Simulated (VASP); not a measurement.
# AlN (Imm2) in VASP: notebook

The runs below take AlN through single point, with PBE.

Everything below comes from runs of VASP 6.6.1. Logs are shortened: lines on timing, memory, paths and dates and some standing lists are left out, and cuts for length are marked.

## Step 1: The cell of the first run

Symmetry: Imm2, No. 44, orthorhombic system. The conventional cell has a = 3.089 Å, b = 3.089 Å, c = 4.368 Å, α = 90.00°, β = 90.00°, γ = 90.00°. Within 2.4 Å of Al (site symmetry mm2) lie 4 N at 1.77 to 2.03 Å. Within 2.4 Å of N (site symmetry mm2) lie 4 Al at 1.77 to 2.03 Å.

## Step 2: Single point, PBE (mode 4 (656.9 1/cm) frozen in, largest displacement -0.150 Å)

INCAR reads:

```
SYSTEM = AlN
  PREC = Accurate
  ENCUT = 520
  EDIFF = 1E-6
  ISMEAR = 0
  SIGMA = 0.05
  LREAL = .False.
  LASPH = .True.
  NELM = 100
  ALGO = Normal
  ISIF = 2
  LWAVE = .False.
  LCHARG = .False.
  GGA = PE
  NBANDS = 11
```

KPOINTS reads:

```
regular mesh
0
Gamma
  10 10 10
  0 0 0
```

POSCAR reads:

```
AlN
1.0
    0.0000000000      2.1839935596      2.1839935596
    2.1839935596      0.0000000000      2.1839935596
    2.1839935596      2.1839935596      0.0000000000
Al N
1 1
Direct
    0.0178274132      0.0178274132     -0.0178274132
    0.7156592394      0.7156592394      0.7843407606
```

Potentials or basis: VASP PAW PBE potentials, release 64 (Al, N).

Command:

```sh
$ cat potpaw_PBE.64/Al/POTCAR potpaw_PBE.64/N/POTCAR > POTCAR
$ mpirun -np 1 vasp_std > vasp.out
```

OUTCAR:

```text
SYSTEM = AlN
   PREC = Accurate
   ENCUT = 520
   EDIFF = 1E-6
   ISMEAR = 0
   LREAL = .False.
   LASPH = .True.
   NELM = 100
   ISIF = 2
   GGA = PE

 ion  position               nearest neighbor table
   1  0.018  0.018  0.982-   2 1.77   2 1.77   2 2.03   2 2.03
   2  0.716  0.716  0.784-   1 1.77   1 1.77   1 2.03   1 2.03

  LATTYP: Found a face centered cubic cell.
 ALAT       =     4.3679871192

  Lattice vectors:

 A1 = (   0.0000000000,   2.1839935596,   2.1839935596)
 A2 = (   2.1839935596,   0.0000000000,   2.1839935596)
 A3 = (   2.1839935596,   2.1839935596,   0.0000000000)

Analysis of symmetry for initial positions (statically):
=====================================================================
 Subroutine PRICEL returns:
 Original cell was already a primitive cell.

 Routine SETGRP: Setting up the symmetry group for a
 face centered cubic supercell.

 Subroutine GETGRP returns: Found  4 space group operations
 (whereof  4 operations were pure point group operations)
 out of a pool of 48 trial point group operations.

The static configuration has the point symmetry C_2v.

Analysis of symmetry for dynamics (positions and initial velocities):
=====================================================================
 Subroutine PRICEL returns:
 Original cell was already a primitive cell.

 Routine SETGRP: Setting up the symmetry group for a
 face centered cubic supercell.

 Subroutine GETGRP returns: Found  4 space group operations
 (whereof  4 operations were pure point group operations)
 out of a pool of 48 trial point group operations.

The dynamic configuration has the point symmetry C_2v.

 Subroutine INISYM returns: Found  4 space group operations
 (whereof  4 operations are pure point group operations),
 and found     1 'primitive' translations

----------------------------------------------------------------------------------------

                                     Primitive cell

  volume of cell :      20.8345

  direct lattice vectors                    reciprocal lattice vectors
     0.000000000  2.183993560  2.183993560    -0.228938404  0.228938404  0.228938404
     2.183993560  0.000000000  2.183993560     0.228938404 -0.228938404  0.228938404
     2.183993560  2.183993560  0.000000000     0.228938404  0.228938404 -0.228938404

  length of vectors
     3.088633312  3.088633312  3.088633312     0.396532948  0.396532948  0.396532948

  position of ions in fractional coordinates (direct lattice)
     0.017827413  0.017827413  0.982172587
     0.715659239  0.715659239  0.784340761

  ion indices of the primitive-cell ions
   primitive index   ion index
                 1           1
                 2           2

----------------------------------------------------------------------------------------

 KPOINTS: regular mesh

Automatic generation of k-mesh.
 Grid dimensions read from file:
 generate k-points for:   10   10   10

 Generating k-lattice:

  Cartesian coordinates                     Fractional coordinates (reciprocal lattice)
    -0.022893840  0.022893840  0.022893840     0.100000000  0.000000000  0.000000000
     0.022893840 -0.022893840  0.022893840     0.000000000  0.100000000  0.000000000
     0.022893840  0.022893840 -0.022893840     0.000000000  0.000000000  0.100000000

  Length of vectors
     0.039653295  0.039653295  0.039653295

  Shift w.r.t. Gamma in fractional coordinates (k-lattice)
     0.000000000  0.000000000  0.000000000

 Subroutine IBZKPT returns following result:
 ===========================================

 Found    171 irreducible k-points:

 Following reciprocal coordinates:
            Coordinates               Weight
  0.000000  0.000000  0.000000      1.000000
  0.100000  0.000000  0.000000      4.000000
  0.000000  0.000000  0.100000      4.000000
  0.200000  0.000000  0.000000      4.000000
  0.000000  0.000000  0.200000      4.000000
  0.300000  0.000000  0.000000      4.000000
[... 16 lines left out ...]
  0.000000  0.400000  0.100000      8.000000
  0.100000  0.000000  0.400000      8.000000
 [... further k-points ...]
   k-points           NKPTS =    171   k-points in BZ     NKDIM =    171   number of bands    NBANDS=     11
   number of dos      NEDOS =    301   number of ions     NIONS =      2
   total plane-waves  NPLWV =  13824
   dimension x,y,z NGX =    24 NGY =   24 NGZ =   24
   dimension x,y,z NGXF=    48 NGYF=   48 NGZF=   48
   ions per type =               1   1
   NGX,Y,Z   is equivalent  to a cutoff of  12.92, 12.92, 12.92 a.u.
   NGXF,Y,Z  is equivalent  to a cutoff of  25.84, 25.84, 25.84 a.u.
 SYSTEM =  AlN
   PREC   = accura    normal or accurate (medium, high low for compatibility)
   ISTART =      0    job   : 0-new  1-cont  2-samecut
   ICHARG =      2    charge: 1-file 2-atom 10-const
   ISPIN  =      1    spin polarized calculation?
   LNONCOLLINEAR =      F non collinear calculations
   LSORBIT =      F    spin-orbit coupling
   LASPH  =      T    aspherical Exc in radial PAW
   ENCUT  =  520.0 eV  38.22 Ry    6.18 a.u.   5.74  5.74  5.74*2*pi/ulx,y,z
   NELM   =    100;   NELMIN=  2; NELMDL= -5     # of ELM steps
   EDIFF  = 0.1E-05   stopping-criterion for ELM
   LREAL  =      F    real-space projection
   EDIFFG = 0.1E-04   stopping-criterion for IOM
   NSW    =      0    number of steps for IOM
   IBRION =     -1    ionic relax: 0-MD 1-quasi-New 2-CG
   NFREE  =      0    steps in history (QN), initial steepest desc. (CG)
   ISIF   =      2    stress and relaxation
   ISYM   =      2    0-nonsym 1-usesym 2-fastsym
   POTIM  = 0.5000    time-step for ionic-motion
   TEBEG  =    0.0;   TEEND  =   0.0 temperature during run
   PSTRESS=    0.0 pullay stress
   NELECT =       8.0000    total number of electrons
   NUPDOWN=      -1.0000    fix difference up-down
   EMIN   =  10.00;   EMAX   =-10.00  energy-range for DOS
   EFERMI =   0.00;   METHOD = LEGACY
   ISMEAR =     0;   SIGMA  =   0.05  broadening in eV -4-tet -1-fermi 0-gaus
   EFERMI_NEDOS =   21; number of points for ismear=-14 and -15
   IALGO  =     38    algorithm
   IMIX   =      4    mixing-type and parameters
     AMIX     =   0.40;   BMIX     =  1.00
     AMIX_MAG =   1.60;   BMIX_MAG =  1.00
  volume/ion in A,a.u.               =      10.42        70.30
  Fermi-wavevector in a.u.,A,eV,Ry     =   1.189899  2.248583 19.263943  1.415860
  Thomas-Fermi vector in A             =   2.325996
   LORBIT       =      0    0 simple, 1 ext, 2 COOP (PROOUT), +10 PAW based schemes
   GGA     = PE    functional components
   LHFCALC =     F    Hartree Fock is set to
   AEXX    =    0.0000 exact exchange contribution
   IVDW    =     0    specifies the selected vdW correction
   LEPSILON=     F    determine dielectric tensor
   LRPA    =     F    only Hartree local field effects (RPA)
 non-spin polarized calculation
 Gauss-broadening in eV      SIGMA  =   0.05
  energy-cutoff  :      520.00
  volume of cell :       20.83
 maximum number of plane-waves:       571
   NGX = 11   NGY = 11   NGZ = 11

 number of electron       8.0000000 magnetization

 Free energy of the ion-electron system (eV)
  ---------------------------------------------------
  ext. energy  EPLUGINS =         0.00000000
  ---------------------------------------------------
  free energy    TOTEN  =       -14.46900374 eV

  energy without entropy =      -14.46900374  energy(sigma->0) =      -14.46900374

 E-fermi :   6.7143     XC(G=0): -10.9286

 val. band max:        6.4883653880   @ k =   0.0000   0.0000   0.0000
 cond. band min:       9.2367621895   @ k =   0.0000   0.5000   0.5000
 fundamental gap:      2.7483968014
 Fermi energy:         6.7143180330

 k-point     1 :       0.0000    0.0000    0.0000
  band No.  band energies     occupation
      1      -9.0304      2.00000
      2       5.3309      2.00000
      3       6.0023      2.00000
      4       6.4884      2.00000
      5      10.0424      0.00000
      6      18.4630      0.00000
      7      18.5925      0.00000
      8      18.6011      0.00000
      9      23.4131      0.00000
     10      23.5895      0.00000
     11      24.2065      0.00000

 k-point     2 :       0.1000    0.0000    0.0000
  band No.  band energies     occupation
      1      -8.8831      2.00000
      2       4.7227      2.00000
      3       5.8322      2.00000
      4       6.4289      2.00000
      5      10.6320      0.00000
      6      17.9199      0.00000
      7      18.5985      0.00000
      8      19.0750      0.00000
      9      22.0760      0.00000
     10      22.3402      0.00000
     11      24.6276      0.00000

 k-point     3 :       0.0000    0.0000    0.1000
  band No.  band energies     occupation
      1      -8.8862      2.00000
      2       5.2846      2.00000
      3       5.3590      2.00000
      4       6.1997      2.00000
      5      10.7746      0.00000
      6      17.8808      0.00000
      7      18.7298      0.00000
      8      18.8075      0.00000
      9      22.5494      0.00000
     10      22.5550      0.00000
     11      23.8707      0.00000

 k-point     4 :       0.2000    0.0000    0.0000
  band No.  band energies     occupation
      1      -8.4635      2.00000
      2       3.2675      2.00000
      3       5.6664      2.00000
      4       6.2812      2.00000
      5      11.6884      0.00000
      6      17.0555      0.00000
      7      18.4749      0.00000
      8      19.1234      0.00000
      9      21.6131      0.00000
     10      21.7426      0.00000
     11      23.5544      0.00000

 k-point     5 :       0.0000    0.0000    0.2000
  band No.  band energies     occupation
      1      -8.4764      2.00000
      2       3.7408      2.00000
      3       5.1690      2.00000
      4       6.0232      2.00000
      5      11.9629      0.00000
      6      17.1025      0.00000
      7      18.4292      0.00000
      8      18.6993      0.00000
      9      22.0004      0.00000
     10      22.5206      0.00000
     11      23.0545      0.00000
[... 211 lines left out ...]
 k-point    21 :       0.1000    0.1000   -0.2000
  band No.  band energies     occupation
      1      -7.9777      2.00000
      2       2.5748      2.00000
      3       4.8106      2.00000
      4       5.7679      2.00000
      5      12.7472      0.00000
      6      16.4246      0.00000
      7      17.4480      0.00000
      8      18.7009      0.00000
      9      21.4041      0.00000
     10      24.0700      0.00000
     11      24.2545      0.00000

 k-point    22 :       0.4000    0.1000    0.0000
  band No.  band energies     occupation
      1      -7.3381      2.00000
      2       0.9270      2.00000
      3       5.0700      2.00000
      4       5.7419      2.00000
      5      13.1665      0.00000
      6      15.2036      0.00000
      7      17.8472      0.00000
      8      17.9189      0.00000
      9      22.5548      0.00000
     10      24.5860      0.00000
     11      25.5349      0.00000

 k-point    23 :       0.0000    0.4000    0.1000
  band No.  band energies     occupation
      1      -7.3332      2.00000
      2       0.8944      2.00000
      3       5.2071      2.00000
      4       5.7002      2.00000
      5      13.0012      0.00000
      6      15.3975      0.00000
      7      17.3501      0.00000
      8      18.4501      0.00000
      9      22.0946      0.00000
     10      24.9644      0.00000
     11      25.3591      0.00000

 k-point    24 :       0.1000    0.0000    0.4000
  band No.  band energies     occupation
      1      -7.3778      2.00000
      2       1.2752      2.00000
      3       4.6978      2.00000
      4       5.4880      2.00000
      5      13.3043      0.00000
      6      15.4131      0.00000
      7      17.4209      0.00000
      8      18.1126      0.00000
      9      22.7442      0.00000
     10      24.2533      0.00000
     11      26.1294      0.00000

 [... further k-points ...]
[... 5 lines left out ...]
  --------------------------------------------------------------------------------------
  -------------------------------------------------------------------------------------
  Total        1.8666125      1.8666125      0.5358418     -2.2736210      0.0000000      0.0000000
  in kB      143.5425663    143.5425663     41.2062537   -174.8415265      0.0000000      0.0000000
  external PRESSURE =     109.4304621 kB  Pullay stress =       0.0000000 kB

 VOLUME and BASIS-vectors are now :
 -----------------------------------------------------------------------------
  energy-cutoff  :      520.00
  volume of cell :       20.83
      direct lattice vectors                 reciprocal lattice vectors
     0.000000000  2.183993560  2.183993560    -0.228938404  0.228938404  0.228938404
     2.183993560  0.000000000  2.183993560     0.228938404 -0.228938404  0.228938404
     2.183993560  2.183993560  0.000000000     0.228938404  0.228938404 -0.228938404

 POSITION                                       TOTAL-FORCE (eV/Angst)
 -----------------------------------------------------------------------------------
      2.18399      2.18399      0.07787        -0.000000     -0.000000     -3.175103
      3.27599      3.27599      3.12599         0.000000      0.000000      3.175103
 -----------------------------------------------------------------------------------
    total drift:                                0.000000      0.000000      0.000598

  FREE ENERGIE OF THE ION-ELECTRON SYSTEM (eV)
  ---------------------------------------------------
  free  energy   TOTEN  =       -14.4690037370 eV

  energy  without entropy=      -14.4690037370  energy(sigma->0) =      -14.46900374
```

Run time: 10 s. Hardware: 1 thread of Intel Xeon 6975P-C (Granite Rapids), shared host; peak memory 0.16 GiB.

What came out:

```
Free energy            : -14.4690 eV
Pressure               : 10.9 GPa
Largest force          : 3.175 eV/Å
Band gap on the k mesh : 2.75 eV, indirect (least direct gap 3.55 eV)
```

Forces on the atoms (eV/Å):
```
Al   0.000  0.000 -3.175
N    0.000  0.000  3.175
```

Stress tensor (GPa, compression positive):
```
 14.35 -17.48   0.00
-17.48  14.35   0.00
  0.00   0.00   4.12
```

Caveat: the cell differs from its parent crystal (mode 4 (656.9 1/cm) frozen in, largest displacement -0.150 Å); forces of over 1 eV/Å act on the atoms, so gaps and moduli don't describe the material at rest. A k mesh can miss the band edges.

## Step 3: Single point, PBE (mode 4 (656.9 1/cm) frozen in, largest displacement +0.263 Å)

INCAR reads:

```
PREC = Accurate
ENCUT = 520
EDIFF = 1E-7
ISMEAR = 0
SIGMA = 0.05
LREAL = F
LASPH = T
NELM = 60
ALGO = Normal
ISIF = 2
LWAVE = F
LCHARG = T
GGA = PE
LELF = T
LVHAR = T
NBANDS = 11
```

KPOINTS reads:

```
Automatic mesh
0
Gamma
  10 10 10
```

POSCAR reads:

```
AlN
1.0
    0.0000000000      2.1839935596      2.1839935596
    2.1839935596      0.0000000000      2.1839935596
    2.1839935596      2.1839935596      0.0000000000
Al N
1 1
Direct
   -0.0311979730     -0.0311979730      0.0311979730
    0.8100963311      0.8100963311      0.6899036689
```

Potentials or basis: VASP PAW PBE potentials, release 64 (Al, N).

Command:

```sh
$ cat potpaw_PBE.64/Al/POTCAR potpaw_PBE.64/N/POTCAR > POTCAR
$ mpirun -np 1 vasp_std > vasp.out
```

It took 11 s on 1 thread of Intel Xeon 6975P-C (Granite Rapids), shared host; peak memory 0.15 GiB.

The run converged. Its results:

```yaml
Free_energy: -13.7646 eV
Pressure: 23.1 GPa
Largest_force: 4.938 eV/Å
Band_gap_on_the_k_mesh: 2.40 eV, indirect (least direct gap 3.05 eV)
```

Forces in eV/Å, atoms in the order of the input:
```
Al   0.000  0.000  4.938
N    0.000  0.000 -4.938
```

Stress tensor (GPa, compression positive):
```
33.44 34.32  0.00
34.32 33.44  0.00
 0.00  0.00  2.38
```

Levels at points of the mesh, in eV from the valence-band top:
| k point | band 1 | band 2 | band 3 | band 4 | band 5 | band 6 | band 7 | band 8 |
| --- | --- | --- | --- | --- | --- | --- | --- | --- |
| (0.00, 0.00, 0.00) | -15.81 | -1.86 | -0.66 | 0.00 | 3.05 | 11.71 | 11.82 | 12.02 |
| (0.50, 0.00, 0.00) | -13.85 | -6.34 | -2.28 | -0.84 | 6.29 | 8.92 | 10.40 | 10.58 |
| (0.00, 0.00, 0.50) | -13.73 | -6.91 | -1.37 | -0.61 | 5.98 | 8.36 | 10.04 | 11.33 |
| (0.50, 0.50, 0.00) | -13.18 | -5.65 | -3.38 | -2.04 | 2.68 | 7.95 | 12.41 | 14.84 |
| (0.00, 0.50, 0.50) | -13.16 | -5.80 | -2.46 | -2.31 | 2.40 | 7.00 | 12.25 | 15.20 |

Caveat: the cell differs from its parent crystal (mode 4 (656.9 1/cm) frozen in, largest displacement +0.263 Å); forces of over 1 eV/Å act on the atoms, so gaps and moduli don't describe the material at rest. A k mesh can miss the band edges.

[end of part 1 of 2]
